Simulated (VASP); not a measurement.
# Se (Fd-3m) in VASP: a series of runs

Runs on Se. Level: PBE. Tasks: single point, relaxation of cell and atoms.

Program: VASP 6.6.1. These are calculated values, not measurements. Logs are shortened: lines on timing, memory, paths and dates and some standing lists are left out, and cuts for length are marked.

## 1. The cell of the first run

The structure is cubic, space group Fd-3m (No. 227). The conventional cell has a = 6.327 Å, b = 6.327 Å, c = 6.327 Å, α = 90.00°, β = 90.00°, γ = 90.00°. Within 3.6 Å of Se (site symmetry -43m) lie 4 Se at 2.74 Å.

This isn't the form of Se at room conditions, which is trigonal, of chains.

## 2. Single point, PBE

File INCAR:

```
SYSTEM = Se
PREC = Accurate
ENCUT = 500
EDIFF = 1E-6
ISMEAR = 0
SIGMA = 0.05
LREAL = .FALSE.
LASPH = .TRUE.
NELM = 120
ALGO = Normal
ISIF = 2
LWAVE = .FALSE.
LCHARG = .TRUE.
GGA = PE
LELF = .TRUE.
LVHAR = .TRUE.
NBANDS = 13
GGA_COMPAT = .FALSE.
```

File KPOINTS:

```
Automatic mesh
0
G
  7 7 7
  0 0 0
```

File POSCAR:

```
Se
1.0
    0.0000000000      3.1636872503      3.1636872503
    3.1636872503      0.0000000000      3.1636872503
    3.1636872503      3.1636872503      0.0000000000
Se
2
Direct
    1.0000000000      1.0000000000      1.0000000000
    0.2500000000      0.2500000000      0.2500000000
```

Potentials or basis: VASP PAW PBE potentials, release 64 (Se).

Run with:

```sh
> cat potpaw_PBE.64/Se/POTCAR > POTCAR
> mpirun -np 1 vasp_std > vasp.out
```

OUTCAR:

```text
SYSTEM = Se
   PREC = Accurate
   ENCUT = 500
   EDIFF = 1E-6
   ISMEAR = 0
   LREAL = .FALSE.
   LASPH = .TRUE.
   NELM = 120
   ISIF = 2
   GGA = PE

 ion  position               nearest neighbor table
   1  0.000  0.000  0.000-   2 2.74   2 2.74   2 2.74   2 2.74
   2  0.250  0.250  0.250-   1 2.74   1 2.74   1 2.74   1 2.74

  LATTYP: Found a face centered cubic cell.
 ALAT       =     6.3273745006

  Lattice vectors:

 A1 = (   0.0000000000,   3.1636872503,   3.1636872503)
 A2 = (   3.1636872503,   0.0000000000,   3.1636872503)
 A3 = (   3.1636872503,   3.1636872503,   0.0000000000)

Analysis of symmetry for initial positions (statically):
=====================================================================
 Subroutine PRICEL returns:
 Original cell was already a primitive cell.

 Routine SETGRP: Setting up the symmetry group for a
 face centered cubic supercell.

 Subroutine GETGRP returns: Found 48 space group operations
 (whereof 24 operations were pure point group operations)
 out of a pool of 48 trial point group operations.

The static configuration has the point symmetry T_d .
 The point group associated with its full space group is O_h .

Analysis of symmetry for dynamics (positions and initial velocities):
=====================================================================
 Subroutine PRICEL returns:
 Original cell was already a primitive cell.

 Routine SETGRP: Setting up the symmetry group for a
 face centered cubic supercell.

 Subroutine GETGRP returns: Found 48 space group operations
 (whereof 24 operations were pure point group operations)
 out of a pool of 48 trial point group operations.

The dynamic configuration has the point symmetry T_d .
 The point group associated with its full space group is O_h .

 Subroutine INISYM returns: Found 48 space group operations
 (whereof 24 operations are pure point group operations),
 and found     1 'primitive' translations

----------------------------------------------------------------------------------------

                                     Primitive cell

  volume of cell :      63.3302

  direct lattice vectors                    reciprocal lattice vectors
     0.000000000  3.163687250  3.163687250    -0.158043435  0.158043435  0.158043435
     3.163687250  0.000000000  3.163687250     0.158043435 -0.158043435  0.158043435
     3.163687250  3.163687250  0.000000000     0.158043435  0.158043435 -0.158043435

  length of vectors
     4.474129416  4.474129416  4.474129416     0.273739259  0.273739259  0.273739259

  position of ions in fractional coordinates (direct lattice)
     0.000000000  0.000000000  0.000000000
     0.250000000  0.250000000  0.250000000

  ion indices of the primitive-cell ions
   primitive index   ion index
                 1           1
                 2           2

----------------------------------------------------------------------------------------

 KPOINTS: Automatic mesh

Automatic generation of k-mesh.
 Grid dimensions read from file:
 generate k-points for:    7    7    7

 Generating k-lattice:

  Cartesian coordinates                     Fractional coordinates (reciprocal lattice)
    -0.022577634  0.022577634  0.022577634     0.142857143  0.000000000  0.000000000
     0.022577634 -0.022577634  0.022577634     0.000000000  0.142857143  0.000000000
     0.022577634  0.022577634 -0.022577634     0.000000000  0.000000000  0.142857143

  Length of vectors
     0.039105608  0.039105608  0.039105608

  Shift w.r.t. Gamma in fractional coordinates (k-lattice)
     0.000000000  0.000000000  0.000000000

 Subroutine IBZKPT returns following result:
 ===========================================

 Found     20 irreducible k-points:

 Following reciprocal coordinates:
            Coordinates               Weight
  0.000000  0.000000  0.000000      1.000000
  0.142857  0.000000  0.000000      8.000000
  0.285714  0.000000  0.000000      8.000000
  0.428571  0.000000  0.000000      8.000000
  0.142857  0.142857  0.000000      6.000000
  0.285714  0.142857  0.000000     24.000000
[... 12 lines left out ...]
 -0.428571  0.428571  0.142857     24.000000
 -0.285714  0.428571  0.142857     24.000000
   k-points           NKPTS =     20   k-points in BZ     NKDIM =     20   number of bands    NBANDS=     13
   number of dos      NEDOS =    301   number of ions     NIONS =      2
   total plane-waves  NPLWV =  46656
   dimension x,y,z NGX =    36 NGY =   36 NGZ =   36
   dimension x,y,z NGXF=    72 NGYF=   72 NGZF=   72
   ions per type =               2
   NGX,Y,Z   is equivalent  to a cutoff of  13.38, 13.38, 13.38 a.u.
   NGXF,Y,Z  is equivalent  to a cutoff of  26.75, 26.75, 26.75 a.u.
 SYSTEM =  Se
   PREC   = accura    normal or accurate (medium, high low for compatibility)
   ISTART =      0    job   : 0-new  1-cont  2-samecut
   ICHARG =      2    charge: 1-file 2-atom 10-const
   ISPIN  =      1    spin polarized calculation?
   LNONCOLLINEAR =      F non collinear calculations
   LSORBIT =      F    spin-orbit coupling
   LASPH  =      T    aspherical Exc in radial PAW
   ENCUT  =  500.0 eV  36.75 Ry    6.06 a.u.   8.16  8.16  8.16*2*pi/ulx,y,z
   NELM   =    120;   NELMIN=  2; NELMDL= -5     # of ELM steps
   EDIFF  = 0.1E-05   stopping-criterion for ELM
   LREAL  =      F    real-space projection
   EDIFFG = 0.1E-04   stopping-criterion for IOM
   NSW    =      0    number of steps for IOM
   IBRION =     -1    ionic relax: 0-MD 1-quasi-New 2-CG
   NFREE  =      0    steps in history (QN), initial steepest desc. (CG)
   ISIF   =      2    stress and relaxation
   ISYM   =      2    0-nonsym 1-usesym 2-fastsym
   POTIM  = 0.5000    time-step for ionic-motion
   TEBEG  =    0.0;   TEEND  =   0.0 temperature during run
   PSTRESS=    0.0 pullay stress
   NELECT =      12.0000    total number of electrons
   NUPDOWN=      -1.0000    fix difference up-down
   EMIN   =  10.00;   EMAX   =-10.00  energy-range for DOS
   EFERMI =   0.00;   METHOD = LEGACY
   ISMEAR =     0;   SIGMA  =   0.05  broadening in eV -4-tet -1-fermi 0-gaus
   EFERMI_NEDOS =   21; number of points for ismear=-14 and -15
   IALGO  =     38    algorithm
   IMIX   =      4    mixing-type and parameters
     AMIX     =   0.40;   BMIX     =  1.00
     AMIX_MAG =   1.60;   BMIX_MAG =  1.00
  volume/ion in A,a.u.               =      31.67       213.69
  Fermi-wavevector in a.u.,A,eV,Ry     =   0.940297  1.776904 12.029705  0.884158
  Thomas-Fermi vector in A             =   2.067695
   LORBIT       =      0    0 simple, 1 ext, 2 COOP (PROOUT), +10 PAW based schemes
   GGA     = PE    functional components
   LHFCALC =     F    Hartree Fock is set to
   AEXX    =    0.0000 exact exchange contribution
   IVDW    =     0    specifies the selected vdW correction
   LEPSILON=     F    determine dielectric tensor
   LRPA    =     F    only Hartree local field effects (RPA)
 non-spin polarized calculation
 Gauss-broadening in eV      SIGMA  =   0.05
  energy-cutoff  :      500.00
  volume of cell :       63.33
 maximum number of plane-waves:      1639
 NGX is ok and might be reduce to    36
   NGX = 17   NGY = 17   NGZ = 17

 number of electron      11.9999999 magnetization

 Free energy of the ion-electron system (eV)
  ---------------------------------------------------
  ext. energy  EPLUGINS =         0.00000000
  ---------------------------------------------------
  free energy    TOTEN  =        -5.99703348 eV

  energy without entropy =       -5.99352603  energy(sigma->0) =       -5.99527976

 E-fermi :   2.0462     XC(G=0):  -8.1590

 val. band max:        2.0366042872   @ k =  -0.2857   0.1429   0.0000
 cond. band min:       2.0522932055   @ k =  -0.2857   0.2857   0.0000
 fundamental gap:      0.0156889182
 Fermi energy:         2.0461550713

 k-point     1 :       0.0000    0.0000    0.0000
  band No.  band energies     occupation
      1     -13.2227      2.00000
      2      -8.2268      2.00000
      3      -1.3642      2.00000
      4      -1.3642      2.00000
      5      -1.3642      2.00000
      6       1.2792      2.00000
      7       1.2792      2.00000
      8       1.2792      2.00000
      9       6.4428      0.00000
     10       9.6964      0.00000
     11       9.6964      0.00000
     12      11.5986      0.00000
     13      11.5986      0.00000

 k-point     2 :       0.1429    0.0000    0.0000
  band No.  band energies     occupation
      1     -13.0920      2.00000
      2      -8.5405      2.00000
      3      -1.5337      2.00000
      4      -1.5337      2.00000
      5      -1.4615      2.00000
      6       1.5340      2.00000
      7       1.5340      2.00000
      8       1.5479      2.00000
      9       7.0586      0.00000
     10       9.2625      0.00000
     11       9.2625      0.00000
     12      11.1269      0.00000
     13      12.6775      0.00000

 k-point     3 :       0.2857    0.0000    0.0000
  band No.  band energies     occupation
      1     -12.7371      2.00000
      2      -9.2651      2.00000
      3      -1.8349      2.00000
      4      -1.8349      2.00000
      5      -1.7569      2.00000
      6       2.0027      1.78139
      7       2.0027      1.78139
      8       2.4466      0.00000
      9       8.0845      0.00000
     10       9.1370      0.00000
     11       9.1370      0.00000
     12      10.7443      0.00000
     13      13.3104      0.00000

 k-point     4 :       0.4286    0.0000    0.0000
  band No.  band energies     occupation
      1     -12.3359      2.00000
      2      -9.9309      2.00000
      3      -2.0290      2.00000
      4      -2.0290      2.00000
      5      -2.0032      2.00000
      6       2.2976      0.00000
      7       2.2976      0.00000
      8       3.4766      0.00000
      9       8.5747      0.00000
     10       9.5343      0.00000
     11       9.7694      0.00000
     12       9.7694      0.00000
     13      12.1753      0.00000

 k-point     5 :       0.1429    0.1429    0.0000
  band No.  band energies     occupation
      1     -13.0462      2.00000
      2      -8.6406      2.00000
      3      -1.7735      2.00000
      4      -1.7735      2.00000
      5      -0.9909      2.00000
      6       0.9560      2.00000
      7       1.8960      1.99998
      8       1.8960      1.99998
      9       7.2817      0.00000
     10       8.4095      0.00000
     11       9.9814      0.00000
     12      12.0952      0.00000
     13      12.0952      0.00000
[... 193 lines left out ...]
 k-point    18 :      -0.4286    0.2857    0.1429
  band No.  band energies     occupation
      1     -11.9818      2.00000
      2     -10.3920      2.00000
      3      -3.0969      2.00000
      4      -2.4581      2.00000
      5      -0.2903      2.00000
      6       1.6437      2.00000
      7       3.1089      0.00000
      8       3.4285      0.00000
      9       7.9323      0.00000
     10       8.5337      0.00000
     11      10.3477      0.00000
     12      11.6376      0.00000
     13      13.0487      0.00000

 k-point    19 :      -0.4286    0.4286    0.1429
  band No.  band energies     occupation
      1     -11.6727      2.00000
      2     -10.7626      2.00000
      3      -2.9962      2.00000
      4      -2.8095      2.00000
      5       0.2928      2.00000
      6       0.7485      2.00000
      7       3.6276      0.00000
      8       3.7390      0.00000
      9       7.9504      0.00000
     10       8.2968      0.00000
     11      11.2520      0.00000
     12      12.0557      0.00000
     13      13.4813      0.00000

 k-point    20 :      -0.2857    0.4286    0.1429
  band No.  band energies     occupation
      1     -11.5327      2.00000
      2     -10.9173      2.00000
      3      -3.1951      2.00000
      4      -2.7676      2.00000
      5       0.2871      2.00000
      6       1.3439      2.00000
      7       3.4522      0.00000
      8       3.5090      0.00000
      9       7.6100      0.00000
     10       8.5186      0.00000
     11      10.6130      0.00000
     12      12.4406      0.00000
     13      13.9515      0.00000

------------------------ aborting loop because EDIFF is reached ----------------------------------------

  FORCE on cell =-STRESS in cart. coord.  units (eV):
  Direction    XX          YY          ZZ          XY          YZ          ZX
  --------------------------------------------------------------------------------------
  -------------------------------------------------------------------------------------
  Total        0.0074899      0.0074899      0.0074899      0.0000000      0.0000000      0.0000000
  in kB        0.1894860      0.1894860      0.1894860      0.0000000      0.0000000      0.0000000
  external PRESSURE =       0.1894860 kB  Pullay stress =       0.0000000 kB

 VOLUME and BASIS-vectors are now :
 -----------------------------------------------------------------------------
  energy-cutoff  :      500.00
  volume of cell :       63.33
      direct lattice vectors                 reciprocal lattice vectors
     0.000000000  3.163687250  3.163687250    -0.158043435  0.158043435  0.158043435
     3.163687250  0.000000000  3.163687250     0.158043435 -0.158043435  0.158043435
     3.163687250  3.163687250  0.000000000     0.158043435  0.158043435 -0.158043435

 POSITION                                       TOTAL-FORCE (eV/Angst)
 -----------------------------------------------------------------------------------
      0.00000      0.00000      0.00000         0.000000     -0.000000     -0.000000
      1.58184      1.58184      1.58184        -0.000000      0.000000      0.000000
 -----------------------------------------------------------------------------------
    total drift:                                0.000000      0.000000     -0.000000

  FREE ENERGIE OF THE ION-ELECTRON SYSTEM (eV)
  ---------------------------------------------------
  free  energy   TOTEN  =        -5.9970334799 eV

  energy  without entropy=       -5.9935260313  energy(sigma->0) =       -5.99527976
```

Wall time 22 s (1 thread of Intel Xeon Platinum 8375C at 2.90GHz (Ice Lake), shared host); peak memory 0.2 GiB.

Results:

| Quantity | Value |
| --- | --- |
| Free energy | -5.9970 eV |
| Pressure | 0.0 GPa |
| Band gap on the k mesh | zero (bands 6 and 7 overlap by 1.02 eV) |

Levels at points of the mesh, in eV from the Fermi level:
| k point | band 3 | band 4 | band 5 | band 6 | band 7 | band 8 | band 9 | band 10 |
| --- | --- | --- | --- | --- | --- | --- | --- | --- |
| (0.00, 0.00, 0.00) | -3.41 | -3.41 | -3.41 | -0.77 | -0.77 | -0.77 | 4.40 | 7.65 |

(Part 1 of 2 ends here.)
